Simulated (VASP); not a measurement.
Input of a VASP 6.6.1 run:

File INCAR:

```
SYSTEM = NaRh2
PREC     = Accurate       ! precision mode
ENCUT    = 500            ! plane-wave cutoff, eV
EDIFF    = 1E-7           ! SCF threshold, eV
ISMEAR   = 0              ! smearing method
SIGMA    = 0.1            ! smearing width, eV
LREAL    = .FALSE.        ! projectors in reciprocal space
LASPH    = .TRUE.         ! aspherical terms in the spheres
NELM     = 120            ! most SCF steps
ALGO     = Normal         ! electronic algorithm
ISIF     = 3              ! what is computed and relaxed
LWAVE    = .FALSE.        ! write WAVECAR
LCHARG   = .FALSE.        ! write CHGCAR
GGA      = PE             ! functional
IBRION   = 2              ! ionic algorithm
NSW      = 100            ! ionic steps
EDIFFG   = -0.01          ! ionic threshold
GGA_COMPAT= .FALSE.      
NELMIN   = 4
```

The input KPOINTS:

```
Automatic mesh
0
G
  12 12 18
  0 0 0
```

File POSCAR:

```
NaRh2
1.0
    4.5243970734      0.0000000000      0.0000000000
   -2.2621985367      3.9182428024      0.0000000000
    0.0000000000      0.0000000000      2.7043348112
Na Rh
1 2
Direct
    0.0000000000      0.0000000000      0.0000000000
    0.3333333333      0.6666666667      0.5000000000
    0.6666666667      0.3333333333      0.5000000000
```

Potentials or basis: VASP PAW PBE potentials, release 64 (Na_pv, Rh_pv).

Run with:

```bash
$ cat potpaw_PBE.64/Na_pv/POTCAR potpaw_PBE.64/Rh_pv/POTCAR > POTCAR
$ mpirun -np 1 vasp_std > vasp.out
```

(1) Predict the relaxed volume.

(2) Predict the relaxed cell.

(3) What does it give for the space group after relaxing (to 0.1 Å)?

(4) Estimate the band gap on the k mesh.

Answers

(1) 15.99 Å³/atom.

(2) a = 4.561 Å, b = 4.561 Å, c = 2.662 Å, α = 90.00°, β = 90.00°, γ = 120.00°.

(3) P6/mmm (No. 191).

(4) zero (an odd number of electrons rules out a gap without spin polarisation).
